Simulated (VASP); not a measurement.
Runs of VASP 6.6.1 on TaN. The structure is that of space group Fm-3m (No. 225), or close to it. The cells are those of the table. 

```csv
task,potentials or basis,spin,cell,k mesh,cutoff (eV),second run,gap on the mesh (eV),pressure (GPa),relaxed volume (Å³/atom)
single point,"VASP PAW PBE potentials, release 64 (Ta_pv, N)",off,"a = 3.095 Å, angles 60.0°, 2 atoms",8 × 8 × 8,600,-,none,0.7,-
relaxation of cell and atoms,"VASP PAW PBE potentials, release 64 (Ta_pv, N)",off,"relaxed from a = 3.140 Å, angles 60.0°, 2 atoms",8 × 8 × 8,600,-,-,-0.5,(a)
single point,"VASP PAW PBE potentials, release 64 (Ta_sv_GW, N)",off,"a = 3.094 Å, angles 60.0°, 2 atoms",16 × 16 × 16,600,valence_matched,none,0.1,-
single point,"VASP PAW PBE potentials, release 64 (Ta_pv, N)","collinear, ferromagnetic start","a = 3.140 Å, angles 60.0°, 2 atoms",8 × 8 × 8,600,-,none,-13.5,-
single point,"VASP PAW PBE potentials, release 64 (Ta_pv, N)",off,"a = 3.094 Å, angles 60.0°, 2 atoms",16 × 16 × 16,520,-,none,(b),-
relaxation of cell and atoms,"VASP PAW PBE potentials, release 64 (Ta_pv, N)",off,"relaxed from a = 3.095 Å, angles 60.0°, 2 atoms",16 × 16 × 16,600,-,none,0.0,10.50
single point,"VASP PAW PBE potentials, release 64 (Ta_pv, N)",off,"a = 3.140 Å, angles 60.0°, 2 atoms",8 × 8 × 8,600,-,none,-13.5,-
```

Alike in all rows: level PBEsol; smearing gaussian 0.1 eV.

**Question.** Fill in the values left out.

**Answer.** (a) 10.52; (b) 1.0.

Caveats: the PAW data sets were made with another functional, which shifts forces and pressure a little; spin-orbit coupling is left out, which moves the levels of the heavy elements; the bands computed are all filled at some k points, so no gap is given (some runs).

A k mesh can miss the band edges, and the runs leave out spin-orbit coupling on Ta.

A gap of «none» marks levels without a gap at the run's occupations.

The runs don't all hold the same shells in valence.
